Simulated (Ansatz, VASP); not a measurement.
# Ge: VASP beside Ansatz

```xyz
8
Lattice="5.6218 0.0000 0.0000 0.0000 5.6218 0.0000 0.0000 0.0000 5.6218" Properties=species:S:1:pos:R:3 pbc="T T T"
Ge    0.0000    0.0000    0.0000
Ge    0.0000    2.8109    2.8109
Ge    2.8109    0.0000    2.8109
Ge    2.8109    2.8109    0.0000
Ge    1.4055    1.4055    1.4055
Ge    1.4055    4.2164    4.2164
Ge    4.2164    1.4055    4.2164
Ge    4.2164    4.2164    1.4055
```

Alike in both runs: functional LDA; k mesh 8 × 8 × 8; occupations gaussian, width 0.05 eV; no spin polarisation.

Ansatz relaxed the structure, and its values are those at the end. VASP's run is a single point on that final structure, the one shown.

|  | VASP | Ansatz |
| --- | --- | --- |
| version | VASP 6.6.1 | Ansatz 0.2.0 |
| potentials or method | VASP PAW LDA potentials, release 64 (Ge_d) | scalar-relativistic, plane waves, PAW |
| plane-wave cutoff (eV) | 520 | 420 |
| valence electrons in the cell | 112 | 112 |

Ansatz gave:

| Item | Value |
| --- | --- |
| pressure (GPa) | 0.0 |

What did VASP give for the same quantities?

Pressure (GPa): 0.1.

LDA's correlation is that of Perdew and Zunger in VASP and of Perdew and Wang (1992) in Ansatz.
